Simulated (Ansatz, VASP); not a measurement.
One calculation of NaScTe2, two programs

```
Na Te Sc
1.0
     4.30993    0.00000    0.00000
     0.00000    4.30993    0.00000
     0.00000    0.00000    5.89917
Na Te Sc
1 2 1
Cartesian
  0.0000 0.0000 0.0000
  0.0000 0.0000 2.9496
  2.1550 2.1550 0.0000
  2.1550 2.1550 2.9496
```

Alike in both runs: task single point; functional HSE06; k mesh 4 × 4 × 2; occupations fermi-dirac, width 0.02 eV; no spin polarisation.

```csv
,VASP,Ansatz
version,VASP 6.6.1,Ansatz 0.2.0
potentials or method,"VASP PAW PBE potentials, release 64 (Na_pv, Te, Sc_sv)","plane waves, PAW"
plane-wave cutoff (eV),520,420
valence electrons in the cell,30,52
```

```csv
,VASP,Ansatz,Ansatz less VASP
pressure (GPa),-0.1,-0.1,+0.03
```

VASP's potentials hold 30 valence electrons a cell and Ansatz's 52, so a difference there can come from the potentials and not from the codes. Ansatz's warnings: stress exchange threshold loose, stress scf threshold loose.

The k mesh is coarse, so the values compare programs but aren't converged. Neither program's run includes spin-orbit coupling.
